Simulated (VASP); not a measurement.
# C (P4/mmm) in VASP: single point with PBE

Aim: the single point of C with PBE.

Program: VASP 6.6.1. These are calculated values, not measurements. Logs are shortened: lines on timing, memory, paths and dates and some standing lists are left out, and cuts for length are marked.

## 1. The cell of the first run

It takes space group P4/mmm (No. 123, tetragonal). The conventional cell has a = 3.495 Å, b = 3.495 Å, c = 1.604 Å, α = 90.00°, β = 90.00°, γ = 90.00°. Within 2.1 Å of C (site symmetry mmm) lie 4 C at 1.60 to 1.75 Å. Within 2.1 Å of C (site symmetry 4/mmm) lie 6 C at 1.60 to 1.75 Å.

## 2. Single point, PBE, collinear spin, ferromagnetic start

Contents of INCAR:

```
SYSTEM = C
ALGO     = Normal         ! electronic algorithm
EDIFF    = 1E-6           ! SCF threshold, eV
ENCUT    = 520            ! plane-wave cutoff, eV
GGA      = PE             ! functional
ISIF     = 2              ! what is computed and relaxed
ISMEAR   = 0              ! smearing method
ISPIN    = 2              ! spin polarisation
LASPH    = .True.         ! aspherical terms in the spheres
LCHARG   = .False.        ! write CHGCAR
LORBIT   = 11             ! projections on sites
LREAL    = .False.        ! projectors in reciprocal space
LWAVE    = .False.        ! write WAVECAR
MAGMOM   = 1 1 1          ! initial moments
NBANDS   = 17             ! bands
NELM     = 150            ! most SCF steps
PREC     = Accurate       ! precision mode
SIGMA    = 0.1            ! smearing width, eV
```

Contents of KPOINTS:

```
k-points
0
Gamma
  6 6 10
  0 0 0
```

Contents of POSCAR:

```
C
1.0
    3.4947812705      0.0000000000      0.0000000000
    0.0000000000      3.4947812705      0.0000000000
    0.0000000000      0.0000000000      1.6043878008
C
3
Direct
    0.5000000000      0.0000000000      0.0000000000
    0.0000000000      0.5000000000      0.0000000000
    0.0000000000      0.0000000000      0.0000000000
```

Potentials or basis: VASP PAW PBE potentials, release 64 (C).

Run with:

```console
$ cat potpaw_PBE.64/C/POTCAR > POTCAR
$ mpirun -np 1 vasp_std > vasp.out
```

OUTCAR:

```text
SYSTEM = C
   EDIFF = 1E-6
   ENCUT = 520
   GGA = PE
   ISIF = 2
   ISMEAR = 0
   ISPIN = 2
   LASPH = .True.
   LORBIT = 11
   LREAL = .False.
   NELM = 150
   PREC = Accurate

 ion  position               nearest neighbor table
   1  0.500  0.000  0.000-   3 1.75   3 1.75
   2  0.000  0.500  0.000-   3 1.75   3 1.75
   3  0.000  0.000  0.000-   1 1.75   2 1.75   2 1.75   1 1.75

  LATTYP: Found a simple tetragonal cell.
 ALAT       =     3.4947812705
 C/A-ratio  =     0.4590810344

  Lattice vectors:

 A1 = (   3.4947812705,   0.0000000000,   0.0000000000)
 A2 = (   0.0000000000,   3.4947812705,   0.0000000000)
 A3 = (   0.0000000000,   0.0000000000,   1.6043878008)

Analysis of symmetry for initial positions (statically):
=====================================================================
 Subroutine PRICEL returns:
 Original cell was already a primitive cell.

 Routine SETGRP: Setting up the symmetry group for a
 simple tetragonal supercell.

 Subroutine GETGRP returns: Found 16 space group operations
 (whereof 16 operations were pure point group operations)
 out of a pool of 16 trial point group operations.

The static configuration has the point symmetry D_4h.

Analysis of symmetry for dynamics (positions and initial velocities):
=====================================================================
 Subroutine PRICEL returns:
 Original cell was already a primitive cell.

 Routine SETGRP: Setting up the symmetry group for a
 simple tetragonal supercell.

 Subroutine GETGRP returns: Found 16 space group operations
 (whereof 16 operations were pure point group operations)
 out of a pool of 16 trial point group operations.

The dynamic configuration has the point symmetry D_4h.

Analysis of structural, dynamic, and magnetic symmetry:
=====================================================================
 Subroutine PRICEL returns:
 Original cell was already a primitive cell.

 Routine SETGRP: Setting up the symmetry group for a
 simple tetragonal supercell.

 Subroutine GETGRP returns: Found 16 space group operations
 (whereof 16 operations were pure point group operations)
 out of a pool of 16 trial point group operations.

The overall configuration has the point symmetry D_4h.

 Subroutine INISYM returns: Found 16 space group operations
 (whereof 16 operations are pure point group operations),
 and found     1 'primitive' translations

----------------------------------------------------------------------------------------

                                     Primitive cell

  volume of cell :      19.5952

  direct lattice vectors                    reciprocal lattice vectors
     3.494781270  0.000000000  0.000000000     0.286140941  0.000000000  0.000000000
     0.000000000  3.494781270  0.000000000     0.000000000  0.286140941  0.000000000
     0.000000000  0.000000000  1.604387801     0.000000000  0.000000000  0.623290703

  length of vectors
     3.494781270  3.494781270  1.604387801     0.286140941  0.286140941  0.623290703

  position of ions in fractional coordinates (direct lattice)
     0.500000000  0.000000000  0.000000000
     0.000000000  0.500000000  0.000000000
     0.000000000  0.000000000  0.000000000

  ion indices of the primitive-cell ions
   primitive index   ion index
                 1           1
                 2           2
                 3           3

----------------------------------------------------------------------------------------

 KPOINTS: k-points

Automatic generation of k-mesh.
 Grid dimensions read from file:
 generate k-points for:    6    6   10

 Generating k-lattice:

  Cartesian coordinates                     Fractional coordinates (reciprocal lattice)
     0.047690157  0.000000000  0.000000000     0.166666667  0.000000000  0.000000000
     0.000000000  0.047690157  0.000000000     0.000000000  0.166666667  0.000000000
     0.000000000  0.000000000  0.062329070     0.000000000  0.000000000  0.100000000

  Length of vectors
     0.047690157  0.047690157  0.062329070

  Shift w.r.t. Gamma in fractional coordinates (k-lattice)
     0.000000000  0.000000000  0.000000000

 Subroutine IBZKPT returns following result:
 ===========================================

 Found     60 irreducible k-points:

 Following reciprocal coordinates:
            Coordinates               Weight
  0.000000  0.000000  0.000000      1.000000
  0.166667  0.000000  0.000000      4.000000
  0.333333  0.000000  0.000000      4.000000
  0.500000  0.000000  0.000000      2.000000
  0.166667  0.166667  0.000000      4.000000
  0.333333  0.166667  0.000000      8.000000
[... 16 lines left out ...]
  0.333333  0.000000  0.200000      8.000000
  0.500000  0.000000  0.200000      4.000000
 [... further k-points ...]
   k-points           NKPTS =     60   k-points in BZ     NKDIM =     60   number of bands    NBANDS=     17
   number of dos      NEDOS =    301   number of ions     NIONS =      3
   total plane-waves  NPLWV =   9408
   dimension x,y,z NGX =    28 NGY =   28 NGZ =   12
   dimension x,y,z NGXF=    56 NGYF=   56 NGZF=   24
   ions per type =               3
   NGX,Y,Z   is equivalent  to a cutoff of  13.32, 13.32, 12.43 a.u.
   NGXF,Y,Z  is equivalent  to a cutoff of  26.64, 26.64, 24.87 a.u.
 SYSTEM =  C
   PREC   = accura    normal or accurate (medium, high low for compatibility)
   ISTART =      0    job   : 0-new  1-cont  2-samecut
   ICHARG =      2    charge: 1-file 2-atom 10-const
   ISPIN  =      2    spin polarized calculation?
   LNONCOLLINEAR =      F non collinear calculations
   LSORBIT =      F    spin-orbit coupling
   LASPH  =      T    aspherical Exc in radial PAW
   ENCUT  =  520.0 eV  38.22 Ry    6.18 a.u.   6.50  6.50  2.98*2*pi/ulx,y,z
   NELM   =    150;   NELMIN=  2; NELMDL= -5     # of ELM steps
   EDIFF  = 0.1E-05   stopping-criterion for ELM
   LREAL  =      F    real-space projection
   EDIFFG = 0.1E-04   stopping-criterion for IOM
   NSW    =      0    number of steps for IOM
   IBRION =     -1    ionic relax: 0-MD 1-quasi-New 2-CG
   NFREE  =      0    steps in history (QN), initial steepest desc. (CG)
   ISIF   =      2    stress and relaxation
   ISYM   =      2    0-nonsym 1-usesym 2-fastsym
   POTIM  = 0.5000    time-step for ionic-motion
   TEBEG  =    0.0;   TEEND  =   0.0 temperature during run
   PSTRESS=    0.0 pullay stress
   NELECT =      12.0000    total number of electrons
   NUPDOWN=      -1.0000    fix difference up-down
   EMIN   =  10.00;   EMAX   =-10.00  energy-range for DOS
   EFERMI =   0.00;   METHOD = LEGACY
   ISMEAR =     0;   SIGMA  =   0.10  broadening in eV -4-tet -1-fermi 0-gaus
   EFERMI_NEDOS =   21; number of points for ismear=-14 and -15
   IALGO  =     38    algorithm
   IMIX   =      4    mixing-type and parameters
     AMIX     =   0.40;   BMIX     =  1.00
     AMIX_MAG =   1.60;   BMIX_MAG =  1.00
  volume/ion in A,a.u.               =       6.53        44.08
  Fermi-wavevector in a.u.,A,eV,Ry     =   1.390226  2.627147 26.296372  1.932729
  Thomas-Fermi vector in A             =   2.514182
   LORBIT       =     11    0 simple, 1 ext, 2 COOP (PROOUT), +10 PAW based schemes
   GGA     = PE    functional components
   LHFCALC =     F    Hartree Fock is set to
   AEXX    =    0.0000 exact exchange contribution
   IVDW    =     0    specifies the selected vdW correction
   LEPSILON=     F    determine dielectric tensor
   LRPA    =     F    only Hartree local field effects (RPA)
 spin polarized calculation
 Gauss-broadening in eV      SIGMA  =   0.10
  energy-cutoff  :      520.00
  volume of cell :       19.60
 maximum number of plane-waves:       546
 NGX is ok and might be reduce to    28
   NGX = 13   NGY = 13   NGZ =  5

 number of electron      12.0000002 magnetization       0.0001641

 number of electron      12.0000002 magnetization      -0.0000885

 Free energy of the ion-electron system (eV)
  ---------------------------------------------------
  ext. energy  EPLUGINS =         0.00000000
  ---------------------------------------------------
  free energy    TOTEN  =       -19.54991752 eV

  energy without entropy =      -19.54739656  energy(sigma->0) =      -19.54865704

 E-fermi :   8.1602     XC(G=0): -12.6912

 val. band max:        8.1428671930   @ k =   0.3333   0.3333   0.0000
 cond. band min:       8.1996175280   @ k =   0.5000   0.3333   0.0000
 fundamental gap:      0.0567503350
 Fermi energy:         8.1601597182

 spin component 1

 k-point     1 :       0.0000    0.0000    0.0000
  band No.  band energies     occupation
      1     -13.0108      1.00000
      2      -4.6423      1.00000
      3      -2.8681      1.00000
      4      -2.8681      1.00000
      5       0.2717      1.00000
      6       6.4074      1.00000
[... 9 lines left out ...]
     16      36.1936      0.00000
     17      36.7162      0.00000
[... 441 lines left out ...]
 k-point    24 :       0.5000    0.0000    0.2000
  band No.  band energies     occupation
      1      -9.9491      1.00000
      2      -7.1002      1.00000
      3      -0.7185      1.00000
      4      -0.2568      1.00000
      5       6.1707      1.00000
      6       6.2597      1.00000
[... 9 lines left out ...]
     16      31.8843      0.00000
     17      39.0202      0.00000

 [... further k-points ...]

 spin component 2

 k-point     1 :       0.0000    0.0000    0.0000
  band No.  band energies     occupation
      1     -13.0107      1.00000
      2      -4.6422      1.00000
      3      -2.8681      1.00000
      4      -2.8681      1.00000
      5       0.2718      1.00000
      6       6.4072      1.00000
[... 9 lines left out ...]
     16      36.1934      0.00000
     17      36.7163      0.00000
[... 441 lines left out ...]
 k-point    24 :       0.5000    0.0000    0.2000
  band No.  band energies     occupation
      1      -9.9491      1.00000
      2      -7.1002      1.00000
      3      -0.7185      1.00000
      4      -0.2568      1.00000
      5       6.1706      1.00000
      6       6.2596      1.00000
[... 9 lines left out ...]
     16      31.8842      0.00000
     17      39.0230      0.00000

 [... further k-points ...]

------------------------ aborting loop because EDIFF is reached ----------------------------------------

  FORCE on cell =-STRESS in cart. coord.  units (eV):
  Direction    XX          YY          ZZ          XY          YZ          ZX
  --------------------------------------------------------------------------------------
  -------------------------------------------------------------------------------------
  Total        1.9273499      1.9273499     -4.4641955      0.0000000     -0.0000000      0.0000000
  in kB      157.5875096    157.5875096   -365.0097274      0.0000000     -0.0000000      0.0000000
  external PRESSURE =     -16.6115694 kB  Pullay stress =       0.0000000 kB

 VOLUME and BASIS-vectors are now :
 -----------------------------------------------------------------------------
  energy-cutoff  :      520.00
  volume of cell :       19.60
      direct lattice vectors                 reciprocal lattice vectors
     3.494781270  0.000000000  0.000000000     0.286140941  0.000000000  0.000000000
     0.000000000  3.494781270  0.000000000     0.000000000  0.286140941  0.000000000
     0.000000000  0.000000000  1.604387801     0.000000000  0.000000000  0.623290703

 POSITION                                       TOTAL-FORCE (eV/Angst)
 -----------------------------------------------------------------------------------
      1.74739      0.00000      0.00000         0.000000      0.000000      0.000000
      0.00000      1.74739      0.00000         0.000000      0.000000      0.000000
      0.00000      0.00000      0.00000         0.000000      0.000000      0.000000
 -----------------------------------------------------------------------------------
    total drift:                                0.000000      0.000000     -0.000000

  FREE ENERGIE OF THE ION-ELECTRON SYSTEM (eV)
  ---------------------------------------------------
  free  energy   TOTEN  =       -19.5499175227 eV

  energy  without entropy=      -19.5473965592  energy(sigma->0) =      -19.54865704

 total charge

# of ion       s       p       d       tot
------------------------------------------
    1        0.871   1.430   0.000   2.301
    2        0.871   1.430   0.000   2.301
    3        0.881   1.531   0.000   2.413
--------------------------------------------------
tot          2.624   4.391   0.000   7.015

 magnetization (x)

# of ion       s       p       d       tot
------------------------------------------
    1        0.000  -0.000   0.000  -0.000
    2        0.000  -0.000   0.000  -0.000
    3        0.000  -0.000   0.000   0.000
--------------------------------------------------
tot          0.000  -0.000   0.000  -0.000
```

It took 20 s on 1 thread of Intel Xeon Platinum 8488C (Sapphire Rapids), shared host; peak memory 0.14 GiB.

What came out:

```
Free energy                                           : -19.5499 eV
Pressure                                              : -1.7 GPa
Band gap on the k mesh                                : zero (filled and empty bands overlap)
Net moment                                            : 0.00 μB per cell
Valence electrons inside the program's atomic spheres : C 2.30, 2.41
```

Stress tensor (GPa, compression positive):
```
 15.76   0.00   0.00
  0.00  15.76   0.00
  0.00   0.00 -36.50
```

Levels at points of the mesh, in eV from the Fermi level:
Spin up:
```csv
k point,band 2,band 3,band 4,band 5,band 6,band 7,band 8,band 9,band 10,band 11
"(0.00, 0.00, 0.00)",-12.80,-11.03,-11.03,-7.89,-1.75,-1.75,8.78,10.62,11.02,11.02
"(0.50, 0.00, 0.00)",-17.04,-10.38,-10.18,-3.98,-3.64,1.31,1.45,10.98,13.52,16.52
"(0.50, 0.50, 0.00)",-16.58,-16.58,-8.18,-1.21,0.87,1.40,1.40,3.79,16.22,16.80
"(0.00, 0.00, 0.50)",-8.11,-6.61,-3.80,-2.62,-2.62,1.03,5.79,5.79,6.70,11.52
"(0.50, 0.00, 0.50)",-7.83,-7.27,-4.91,-4.74,-2.19,2.60,4.50,5.34,10.23,11.35
"(0.50, 0.50, 0.50)",-7.73,-7.73,-6.43,-4.38,-4.38,1.52,5.74,7.59,10.51,10.51
```
Spin down:
```
           k point  band 2  band 3  band 4  band 5  band 6  band 7  band 8  band 9  band 10  band 11
(0.00, 0.00, 0.00)  -12.80  -11.03  -11.03   -7.89   -1.75   -1.75    8.78   10.62    11.02    11.02
(0.50, 0.00, 0.00)  -17.04  -10.38  -10.18   -3.98   -3.64    1.31    1.45   10.98    13.52    16.52
(0.50, 0.50, 0.00)  -16.58  -16.58   -8.18   -1.21    0.87    1.40    1.40    3.79    16.22    16.80
(0.00, 0.00, 0.50)   -8.11   -6.61   -3.80   -2.62   -2.62    1.03    5.79    5.79     6.70    11.52
(0.50, 0.00, 0.50)   -7.83   -7.27   -4.91   -4.74   -2.19    2.60    4.50    5.34    10.23    11.35
(0.50, 0.50, 0.50)   -7.73   -7.73   -6.43   -4.38   -4.38    1.52    5.74    7.59    10.51    10.51
```

Caveat: the k points lie up to 0.39 Å⁻¹ apart.
